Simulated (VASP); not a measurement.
Input of a VASP 6.6.1 run:

The input INCAR:

```
ALGO = Fast
EDIFF = 1E-7
ENCUT = 520
GGA = PE
ISIF = 2
ISMEAR = -1
LASPH = True
LCHARG = True
LELF = True
LREAL = False
LVHAR = True
LWAVE = False
NBANDS = 24
NELM = 100
PREC = Accurate
SIGMA = 0.05
```

The input KPOINTS:

```
k-points
0
Gamma
  5 5 5
```

Contents of POSCAR:

```
BaNaMg6
1.0
    5.3861500000      0.0000000000      0.0000000000
    0.0000000000      3.3405565000      6.4349645000
    0.0000000000     -3.3405565000      6.4349645000
Ba Mg Na
1 6 1
Direct
    0.5000000000      0.6777020000      0.6777020000
    0.0000000000      0.8491800000      0.8491800000
    0.0000000000      0.3324470000      0.3324470000
    0.0000000000      0.3033160000      0.8197440000
    0.0000000000      0.8197440000      0.3033160000
    0.5000000000      0.1710630000      0.6778290000
    0.5000000000      0.6778290000      0.1710630000
    0.5000000000      0.1687150000      0.1687150000
```

Potentials or basis: VASP PAW PBE potentials, release 64 (Ba_sv, Mg, Na_pv).

Command:

```console
$ cat potpaw_PBE.64/Ba_sv/POTCAR potpaw_PBE.64/Mg/POTCAR potpaw_PBE.64/Na_pv/POTCAR > POTCAR
$ mpirun -np 1 vasp_std > vasp.out
```

Estimate the largest force.

0.090 eV/Å.

What does it give for the band gap on the k mesh?

Zero (an odd number of electrons rules out a gap without spin polarisation).

Estimate the pressure.

0.1 GPa.

Forces on the atoms (eV/Å):
```
Ba   0.000  0.000  0.053
Mg   0.000  0.000  0.075
Mg   0.000  0.000 -0.026
Mg   0.000  0.021 -0.087
Mg   0.000 -0.021 -0.087
Mg   0.000  0.032  0.039
Mg   0.000 -0.032  0.039
Na   0.000  0.000 -0.006
```

Caveat: spin-orbit coupling is left out, which moves the levels of the heavy elements.
